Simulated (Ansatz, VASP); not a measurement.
**Two plane-wave programs on BaTiO3**

File INCAR:

```
SYSTEM = BaTiO3
  PREC = Accurate
  ENCUT = 1340
  EDIFF = 1E-6
  ISMEAR = 0
  SIGMA = 0.01
  LREAL = .FALSE.
  LASPH = .TRUE.
  NELM = 120
  ALGO = Normal
  ISIF = 2
  LWAVE = .FALSE.
  LCHARG = .FALSE.
  GGA = PS
  NBANDS = 28
  GGA_COMPAT = .FALSE.
```

KPOINTS

```
regular mesh
0
G
  4 4 4
  0 0 0
```

POSCAR

```
BaTiO3
1.0
    4.1100981854      0.0000000000      0.0000000000
    0.0000000000      4.1100981854      0.0000000000
    0.0000000000      0.0000000000      4.1100981854
Ba Ti O
1 1 3
Direct
    0.5000000000      0.5000000000      0.5000000000
    0.0000000000      0.0000000000      0.0000000000
    0.5000000000      0.0000000000      0.0000000000
    0.0000000000      0.5000000000      0.0000000000
    0.0000000000      0.0000000000      0.5000000000
```

Input for Ansatz:

```yaml
crystal:
  lattice:
    - [4.110098185432109, 0.0, 0.0]
    - [0.0, 4.110098185432109, 0.0]
    - [0.0, 0.0, 4.110098185432109]
  atoms:
    - { symbol: Ba, position: [0.5, 0.5, 0.5] }
    - { symbol: Ti, position: [0.0, 0.0, 0.0] }
    - { symbol: O, position: [0.5, 0.0, 0.0] }
    - { symbol: O, position: [0.0, 0.5, 0.0] }
    - { symbol: O, position: [0.0, 0.0, 0.5] }
basis:
  ecutwfc: 500.0
kpoints:
  mp_grid:
    grid: [4, 4, 4]
hamiltonian:
  xc: pbesol
scf:
  occupations:
    method: fixed
output:
  stress: true
```

Alike in both runs: task single point; functional PBEsol; k mesh 4 × 4 × 4; no spin polarisation.

|  | VASP | Ansatz |
| --- | --- | --- |
| version | VASP 6.6.1 | Ansatz 0.2.0 |
| potentials or method | VASP PAW PBE potentials, release 64 (Ba_sv, Ti_sv, O_h), cutoff 1340 eV | plane waves, PAW |
| occupations | gaussian, width 0.01 eV | fixed |
| valence electrons in the cell | 40 | 40 |

|  | VASP | Ansatz | Ansatz less VASP |
| --- | --- | --- | --- |
| pressure (GPa) | -13.6 | -14.8 | -1.22 |

VASP's potentials were made for PBE, not for PBEsol.

Neither program's run includes spin-orbit coupling.
